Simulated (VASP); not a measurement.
## Ru: single point with PBEsol

The system is Ru.

```
Ru
1.0
     2.37750    0.00000    0.00000
     0.00000    2.37750    0.00000
     0.00000    0.00000    2.37750
Ru
1
Direct
  0.00000 0.00000 0.00000
```

This cell differs from its parent crystal: volume scaled by 0.88.

| Item | Value |
| --- | --- |
| Program | VASP 6.6.1 |
| Task | single point |
| Functional | PBEsol |
| Potentials or basis | VASP PAW PBE potentials, release 64 (Ru_pv) |
| Cutoff | 520 eV |
| k mesh | 14 × 14 × 14 |
| Occupations | fermi-dirac, width 0.1 eV |
| Spin | no spin polarisation |

| Quantity | Value |
| --- | --- |
| Pressure | 43.3 GPa |
| Band gap on the k mesh | zero (band 7 reaches 18.00 eV, above the bottom of band 8 at 12.25 eV) |

Levels at points of the mesh, in eV from the Fermi level:
```csv
k point,band 3,band 4,band 5,band 6,band 7,band 8,band 9,band 10,band 11,band 12
"(0.00, 0.00, 0.00)",-42.43,-8.20,-6.67,-6.67,2.12,2.12,2.12,10.64,17.84,17.84
"(0.50, 0.00, 0.00)",-42.27,-5.71,-5.23,-1.31,-1.31,-0.56,2.46,9.00,10.65,16.45
"(0.50, 0.50, 0.00)",-42.12,-7.73,-4.35,-0.62,-0.62,4.56,6.25,6.25,10.64,15.24
"(0.50, 0.50, 0.50)",-43.69,-6.03,-6.03,-6.03,4.80,4.80,8.53,10.64,14.64,14.64
```

Run time: 13 s on 1 thread of Intel Xeon 6975P-C, with other jobs on the host, peak memory 0.13 GiB.

Caveat: the PAW data sets were made with another functional, which shifts forces and pressure a little.
